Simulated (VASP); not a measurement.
# BN (P6_3mc) in VASP: a series of runs

BN is run at these levels: PBE; tasks: single point.

All numbers are computed with VASP 6.6.1; they aren't measurements. Logs are shortened: lines on timing, memory, paths and dates and some standing lists are left out, and cuts for length are marked.

## Step 1: The cell of the first run

Symmetry: P6_3mc, No. 186, hexagonal system. Conventional cell: a = 2.554 Å, b = 2.554 Å, c = 4.227 Å, α = 90.00°, β = 90.00°, γ = 120.00°. N (site symmetry 3m) has 4 B at 1.57 to 1.58 Å within 2.1 Å. B (site symmetry 3m) has 4 N at 1.57 to 1.58 Å within 2.1 Å.

## Step 2: Single point, PBE

Input file INCAR:

```
SYSTEM = BN
PREC = Accurate
ENCUT = 520
EDIFF = 1E-7
ISMEAR = 0
SIGMA = 0.016
LREAL = .False.
LASPH = .True.
NELM = 60
ALGO = Normal
ISIF = 2
LWAVE = .False.
LCHARG = .True.
GGA = PE
LELF = .True.
LVHAR = .True.
NBANDS = 16
```

Input file KPOINTS:

```
Automatic mesh
0
Gamma
  12 12 6
  0 0 0
```

Input file POSCAR:

```
BN
1.0
    2.5539396017      0.0000000000      0.0000000000
   -1.2769698009      2.2117765748      0.0000000000
    0.0000000000      0.0000000000      4.2268550000
N B
2 2
Direct
    0.3333333333      0.6666666667      0.1252760000
    0.6666666667      0.3333333333      0.6252760000
    0.3333333333      0.6666666667      0.4997240000
    0.6666666667      0.3333333333      0.9997240000
```

Potentials or basis: VASP PAW PBE potentials, release 64 (N, B).

The run is started by

```
$ cat potpaw_PBE.64/N/POTCAR potpaw_PBE.64/B/POTCAR > POTCAR
$ mpirun -np 1 vasp_std > vasp.out
```

OUTCAR:

```text
SYSTEM = BN
   PREC = Accurate
   ENCUT = 520
   EDIFF = 1E-7
   ISMEAR = 0
   LREAL = .False.
   LASPH = .True.
   NELM = 60
   ISIF = 2
   GGA = PE

 ion  position               nearest neighbor table
   1  0.333  0.667  0.125-   4 1.57   4 1.57   4 1.57   3 1.58
   2  0.667  0.333  0.625-   3 1.57   3 1.57   3 1.57   4 1.58
   3  0.333  0.667  0.500-   2 1.57   2 1.57   2 1.57   1 1.58
   4  0.667  0.333  1.000-   1 1.57   1 1.57   1 1.57   2 1.58

  LATTYP: Found a hexagonal cell.
 ALAT       =     2.5539396017
 C/A-ratio  =     1.6550332659

  Lattice vectors:

 A1 = (   2.5539396017,   0.0000000000,   0.0000000000)
 A2 = (  -1.2769698009,   2.2117765748,   0.0000000000)
 A3 = (   0.0000000000,   0.0000000000,   4.2268550000)

Analysis of symmetry for initial positions (statically):
=====================================================================
 Subroutine PRICEL returns:
 Original cell was already a primitive cell.

 Routine SETGRP: Setting up the symmetry group for a
 hexagonal supercell.

 Subroutine GETGRP returns: Found 12 space group operations
 (whereof  6 operations were pure point group operations)
 out of a pool of 24 trial point group operations.

The static configuration has the point symmetry C_3v.
 The point group associated with its full space group is C_6v.

Analysis of symmetry for dynamics (positions and initial velocities):
=====================================================================
 Subroutine PRICEL returns:
 Original cell was already a primitive cell.

 Routine SETGRP: Setting up the symmetry group for a
 hexagonal supercell.

 Subroutine GETGRP returns: Found 12 space group operations
 (whereof  6 operations were pure point group operations)
 out of a pool of 24 trial point group operations.

The dynamic configuration has the point symmetry C_3v.
 The point group associated with its full space group is C_6v.

 Subroutine INISYM returns: Found 12 space group operations
 (whereof  6 operations are pure point group operations),
 and found     1 'primitive' translations

----------------------------------------------------------------------------------------

                                     Primitive cell

  volume of cell :      23.8764

  direct lattice vectors                    reciprocal lattice vectors
     2.553939602  0.000000000  0.000000000     0.391551938  0.226062617  0.000000000
    -1.276969801  2.211776575  0.000000000     0.000000000  0.452125233  0.000000000
     0.000000000  0.000000000  4.226855000     0.000000000  0.000000000  0.236582518

  length of vectors
     2.553939602  2.553939602  4.226855000     0.452125233  0.452125233  0.236582518

  position of ions in fractional coordinates (direct lattice)
     0.333333333  0.666666667  0.125276000
     0.666666667  0.333333333  0.625276000
     0.333333333  0.666666667  0.499724000
     0.666666667  0.333333333  0.999724000

  ion indices of the primitive-cell ions
   primitive index   ion index
                 1           1
                 2           2
                 3           3
                 4           4

----------------------------------------------------------------------------------------

 KPOINTS: Automatic mesh

Automatic generation of k-mesh.
 Grid dimensions read from file:
 generate k-points for:   12   12    6

 Generating k-lattice:

  Cartesian coordinates                     Fractional coordinates (reciprocal lattice)
     0.032629328  0.018838551  0.000000000     0.083333333  0.000000000  0.000000000
     0.000000000  0.037677103  0.000000000     0.000000000  0.083333333  0.000000000
     0.000000000  0.000000000  0.039430420     0.000000000  0.000000000  0.166666667

  Length of vectors
     0.037677103  0.037677103  0.039430420

  Shift w.r.t. Gamma in fractional coordinates (k-lattice)
     0.000000000  0.000000000  0.000000000

 Subroutine IBZKPT returns following result:
 ===========================================

 Found     76 irreducible k-points:

 Following reciprocal coordinates:
            Coordinates               Weight
  0.000000  0.000000  0.000000      1.000000
  0.083333  0.000000  0.000000      6.000000
  0.166667  0.000000  0.000000      6.000000
  0.250000  0.000000  0.000000      6.000000
  0.333333  0.000000  0.000000      6.000000
  0.416667  0.000000  0.000000      6.000000
[... 16 lines left out ...]
  0.250000  0.000000  0.166667     12.000000
  0.333333  0.000000  0.166667     12.000000
 [... further k-points ...]
   k-points           NKPTS =     76   k-points in BZ     NKDIM =     76   number of bands    NBANDS=     16
   number of dos      NEDOS =    301   number of ions     NIONS =      4
   total plane-waves  NPLWV =  12800
   dimension x,y,z NGX =    20 NGY =   20 NGZ =   32
   dimension x,y,z NGXF=    40 NGYF=   40 NGZF=   64
   ions per type =               2   2
   NGX,Y,Z   is equivalent  to a cutoff of  13.02, 13.02, 12.59 a.u.
   NGXF,Y,Z  is equivalent  to a cutoff of  26.04, 26.04, 25.17 a.u.
 SYSTEM =  BN
   PREC   = accura    normal or accurate (medium, high low for compatibility)
   ISTART =      0    job   : 0-new  1-cont  2-samecut
   ICHARG =      2    charge: 1-file 2-atom 10-const
   ISPIN  =      1    spin polarized calculation?
   LNONCOLLINEAR =      F non collinear calculations
   LSORBIT =      F    spin-orbit coupling
   LASPH  =      T    aspherical Exc in radial PAW
   ENCUT  =  520.0 eV  38.22 Ry    6.18 a.u.   4.75  4.75  7.86*2*pi/ulx,y,z
   NELM   =     60;   NELMIN=  2; NELMDL= -5     # of ELM steps
   EDIFF  = 0.1E-06   stopping-criterion for ELM
   LREAL  =      F    real-space projection
   EDIFFG = 0.1E-05   stopping-criterion for IOM
   NSW    =      0    number of steps for IOM
   IBRION =     -1    ionic relax: 0-MD 1-quasi-New 2-CG
   NFREE  =      0    steps in history (QN), initial steepest desc. (CG)
   ISIF   =      2    stress and relaxation
   ISYM   =      2    0-nonsym 1-usesym 2-fastsym
   POTIM  = 0.5000    time-step for ionic-motion
   TEBEG  =    0.0;   TEEND  =   0.0 temperature during run
   PSTRESS=    0.0 pullay stress
   NELECT =      16.0000    total number of electrons
   NUPDOWN=      -1.0000    fix difference up-down
   EMIN   =  10.00;   EMAX   =-10.00  energy-range for DOS
   EFERMI =   0.00;   METHOD = LEGACY
   ISMEAR =     0;   SIGMA  =   0.02  broadening in eV -4-tet -1-fermi 0-gaus
   EFERMI_NEDOS =   21; number of points for ismear=-14 and -15
   IALGO  =     38    algorithm
   IMIX   =      4    mixing-type and parameters
     AMIX     =   0.40;   BMIX     =  1.00
     AMIX_MAG =   1.60;   BMIX_MAG =  1.00
  volume/ion in A,a.u.               =       5.97        40.28
  Fermi-wavevector in a.u.,A,eV,Ry     =   1.432600  2.707222 27.923836  2.052344
  Thomas-Fermi vector in A             =   2.552210
   LORBIT       =      0    0 simple, 1 ext, 2 COOP (PROOUT), +10 PAW based schemes
   GGA     = PE    functional components
   LHFCALC =     F    Hartree Fock is set to
   AEXX    =    0.0000 exact exchange contribution
   IVDW    =     0    specifies the selected vdW correction
   LEPSILON=     F    determine dielectric tensor
   LRPA    =     F    only Hartree local field effects (RPA)
 non-spin polarized calculation
 Gauss-broadening in eV      SIGMA  =   0.02
  energy-cutoff  :      520.00
  volume of cell :       23.88
 maximum number of plane-waves:       660
 NGX is ok and might be reduce to    20
   NGX =  9   NGY =  9   NGZ = 15

 number of electron      16.0000000 magnetization

 Free energy of the ion-electron system (eV)
  ---------------------------------------------------
  ext. energy  EPLUGINS =         0.00000000
  ---------------------------------------------------
  free energy    TOTEN  =       -34.83269652 eV

  energy without entropy =      -34.83269652  energy(sigma->0) =      -34.83269652

 E-fermi :   7.5221     XC(G=0): -12.7611

 val. band max:        7.4319569741   @ k =   0.0000   0.0000   0.0000
 cond. band min:      12.6287831157   @ k =   0.3333   0.3333   0.0000
 fundamental gap:      5.1968261416
 Fermi energy:         7.5221010925

 k-point     1 :       0.0000    0.0000    0.0000
  band No.  band energies     occupation
      1     -12.8569      2.00000
      2      -8.7569      2.00000
      3      -3.3940      2.00000
      4       5.3332      2.00000
      5       5.3332      2.00000
      6       7.1565      2.00000
[... 8 lines left out ...]
     15      19.2544      0.00000
     16      23.5085      0.00000

 k-point     2 :       0.0833    0.0000    0.0000
  band No.  band energies     occupation
      1     -12.7069      2.00000
      2      -8.6421      2.00000
      3      -3.2451      2.00000
      4       4.6447      2.00000
      5       5.0536      2.00000
      6       6.8581      2.00000
[... 8 lines left out ...]
     15      19.6897      0.00000
     16      23.2861      0.00000

 k-point     3 :       0.1667    0.0000    0.0000
  band No.  band energies     occupation
      1     -12.2617      2.00000
      2      -8.3134      2.00000
      3      -2.8045      2.00000
      4       2.9911      2.00000
      5       4.3971      2.00000
      6       5.4504      2.00000
[... 8 lines left out ...]
     15      20.8221      0.00000
     16      22.6489      0.00000

 k-point     4 :       0.2500    0.0000    0.0000
  band No.  band energies     occupation
      1     -11.5388      2.00000
      2      -7.8332      2.00000
      3      -2.0930      2.00000
      4       1.0342      2.00000
      5       3.6616      2.00000
      6       3.6925      2.00000
[... 8 lines left out ...]
     15      22.2862      0.00000
     16      22.7237      0.00000

 k-point     5 :       0.3333    0.0000    0.0000
  band No.  band energies     occupation
      1     -10.5803      2.00000
      2      -7.3673      2.00000
      3      -1.1716      2.00000
      4      -0.7080      2.00000
      5       1.9374      2.00000
      6       3.0422      2.00000
[... 8 lines left out ...]
     15      23.0717      0.00000
     16      23.7005      0.00000

 k-point     6 :       0.4167    0.0000    0.0000
  band No.  band energies     occupation
      1      -9.5009      2.00000
      2      -7.2664      2.00000
      3      -1.7775      2.00000
      4      -0.1968      2.00000
      5       0.5345      2.00000
      6       2.6399      2.00000
[... 8 lines left out ...]
     15      23.4770      0.00000
     16      24.7166      0.00000

 k-point     7 :       0.5000    0.0000    0.0000
  band No.  band energies     occupation
      1      -8.8083      2.00000
      2      -7.5336      2.00000
      3      -1.9893      2.00000
      4      -0.3141      2.00000
      5       0.5768      2.00000
      6       2.5012      2.00000
[... 8 lines left out ...]
     15      23.7681      0.00000
     16      25.0840      0.00000

 k-point     8 :       0.0833    0.0833    0.0000
  band No.  band energies     occupation
      1     -12.4092      2.00000
      2      -8.4199      2.00000
      3      -2.9503      2.00000
      4       3.6138      2.00000
      5       4.3843      2.00000
      6       6.0304      2.00000
[... 8 lines left out ...]
     15      20.6568      0.00000
     16      22.9098      0.00000

 k-point     9 :       0.1667    0.0833    0.0000
  band No.  band energies     occupation
      1     -11.8246      2.00000
      2      -8.0117      2.00000
      3      -2.3729      2.00000
      4       1.9690      2.00000
      5       3.3568      2.00000
      6       4.7251      2.00000
[... 8 lines left out ...]
     15      21.9724      0.00000
     16      22.6435      0.00000
[... 172 lines left out ...]
 k-point    19 :       0.3333    0.3333    0.0000
  band No.  band energies     occupation
      1      -7.6134      2.00000
      2      -7.6134      2.00000
      3      -1.7037      2.00000
      4       0.2695      2.00000
      5       0.2695      2.00000
      6       2.0474      2.00000
[... 8 lines left out ...]
     15      22.4394      0.00000
     16      22.4394      0.00000

 k-point    20 :       0.0000    0.0000    0.1667
  band No.  band energies     occupation
      1     -12.6922      2.00000
      2      -9.3120      2.00000
      3      -2.5465      2.00000
      4       5.4493      2.00000
      5       5.4493      2.00000
      6       6.2652      2.00000
[... 8 lines left out ...]
     15      18.9487      0.00000
     16      23.0721      0.00000

 k-point    21 :       0.0833    0.0000    0.1667
  band No.  band energies     occupation
      1     -12.5429      2.00000
      2      -9.1885      2.00000
      3      -2.4126      2.00000
      4       4.7673      2.00000
      5       5.1746      2.00000
      6       6.0897      2.00000
[... 8 lines left out ...]
     15      19.3838      0.00000
     16      22.9494      0.00000

 k-point    22 :       0.1667    0.0000    0.1667
  band No.  band energies     occupation
      1     -12.1002      2.00000
      2      -8.8314      2.00000
      3      -2.0245      2.00000
      4       3.1346      2.00000
      5       4.5271      2.00000
      6       5.0120      2.00000
[... 8 lines left out ...]
     15      20.5114      0.00000
     16      22.6125      0.00000

 k-point    23 :       0.2500    0.0000    0.1667
  band No.  band energies     occupation
      1     -11.3823      2.00000
      2      -8.2931      2.00000
      3      -1.4583      2.00000
      4       1.2515      2.00000
      5       3.2625      2.00000
      6       3.7989      2.00000
[... 8 lines left out ...]
     15      21.9549      0.00000
     16      22.7905      0.00000

 k-point    24 :       0.3333    0.0000    0.1667
  band No.  band energies     occupation
      1     -10.4339      2.00000
      2      -7.7161      2.00000
      3      -1.3115      2.00000
      4       0.1233      2.00000
      5       1.4964      2.00000
      6       3.1842      2.00000
[... 8 lines left out ...]
     15      23.3219      0.00000
     16      23.5733      0.00000

 [... further k-points ...]
[... 5 lines left out ...]
  --------------------------------------------------------------------------------------
  -------------------------------------------------------------------------------------
  Total        0.0673462      0.0673462     -0.0482444     -0.0000000      0.0000000      0.0000000
  in kB        4.5191253      4.5191253     -3.2373375     -0.0000000      0.0000000      0.0000000
  external PRESSURE =       1.9336377 kB  Pullay stress =       0.0000000 kB

 VOLUME and BASIS-vectors are now :
 -----------------------------------------------------------------------------
  energy-cutoff  :      520.00
  volume of cell :       23.88
      direct lattice vectors                 reciprocal lattice vectors
     2.553939602  0.000000000  0.000000000     0.391551938  0.226062617  0.000000000
    -1.276969801  2.211776575  0.000000000     0.000000000  0.452125233  0.000000000
     0.000000000  0.000000000  4.226855000     0.000000000  0.000000000  0.236582518

 POSITION                                       TOTAL-FORCE (eV/Angst)
 -----------------------------------------------------------------------------------
     -0.00000      1.47452      0.52952         0.000000     -0.000000     -0.014264
      1.27697      0.73726      2.64295        -0.000000      0.000000     -0.014264
     -0.00000      1.47452      2.11226        -0.000000     -0.000000      0.014264
      1.27697      0.73726      4.22569         0.000000      0.000000      0.014264
 -----------------------------------------------------------------------------------
    total drift:                               -0.000000      0.000000      0.000166

  FREE ENERGIE OF THE ION-ELECTRON SYSTEM (eV)
  ---------------------------------------------------
  free  energy   TOTEN  =       -34.8326965185 eV

  energy  without entropy=      -34.8326965185  energy(sigma->0) =      -34.83269652
```

Run time: 23 s. Hardware: 1 thread of Intel Xeon 6975P-C, shared host; peak memory 0.14 GiB.

What came out:

* Free energy: -34.8327 eV
* Pressure: 0.2 GPa
* Largest force: 0.014 eV/Å
* Band gap on the k mesh: 5.20 eV, indirect (least direct gap 8.23 eV)

Forces in eV/Å, atoms in the order of the input:
```
N    0.000  0.000 -0.014
N    0.000  0.000 -0.014
B    0.000  0.000  0.014
B    0.000  0.000  0.014
```

Stress tensor (GPa, compression positive):
```
 0.45  0.00  0.00
 0.00  0.45  0.00
 0.00  0.00 -0.32
```

A k mesh can miss the band edges. Expect the measured gap to be larger: semilocal functionals such as PBE lack the derivative discontinuity.

## Step 3: Single point, PBE

Input file INCAR:

```
PREC     = Accurate       # precision mode
ENCUT    = 520            # plane-wave cutoff, eV
EDIFF    = 1E-6           # SCF threshold, eV
ISMEAR   = 0              # smearing method
SIGMA    = 0.018000000000000002 # smearing width, eV
LREAL    = False          # projectors in reciprocal space
LASPH    = True           # aspherical terms in the spheres
NELM     = 80             # most SCF steps
ALGO     = Normal         # electronic algorithm
ISIF     = 2              # what is computed and relaxed
LWAVE    = False          # write WAVECAR
LCHARG   = False          # write CHGCAR
GGA      = PE             # functional
NBANDS   = 16             # bands
```

Input file KPOINTS:

```
Automatic mesh
0
Gamma
  12 12 6
```

POSCAR is that of step 2.

Potentials or basis: VASP PAW PBE potentials, release 64 (N, B).

The run is started by

```
$ cat potpaw_PBE.64/N/POTCAR potpaw_PBE.64/B/POTCAR > POTCAR
$ mpirun -np 1 vasp_std > vasp.out
```

It took 22 s on 1 thread of Intel Xeon 6975P-C, shared host; peak memory 0.14 GiB.

It converged, with:

```yaml
Free_energy: -34.8327 eV
Pressure: 0.2 GPa
Largest_force: 0.014 eV/Å
Band_gap_on_the_k_mesh: 5.20 eV, indirect (least direct gap 8.23 eV)
```

Forces in eV/Å, atoms in the order of the input:
```
N    0.000  0.000 -0.014
N    0.000  0.000 -0.014
B    0.000  0.000  0.014
B    0.000  0.000  0.014
```

Stress tensor (GPa, compression positive):
```
 0.45  0.00  0.00
 0.00  0.45  0.00
 0.00  0.00 -0.32
```

Levels at points of the mesh, in eV from the valence-band top:
```tsv
k point	band 6	band 7	band 8	band 9	band 10	band 11
(0.00, 0.00, 0.00)	-0.28	0.00	0.00	8.33	8.33	8.53
(0.50, 0.00, 0.00)	-4.93	-4.37	-2.09	6.68	7.93	10.55
(0.00, 0.00, 0.50)	-1.16	-1.16	-1.16	9.41	9.41	9.88
(0.50, 0.00, 0.50)	-3.73	-3.55	-3.55	6.55	6.55	9.97
```

A k mesh can miss the band edges. As with any semilocal functional, this PBE gap is likely too small.

[end of part 1 of 2]
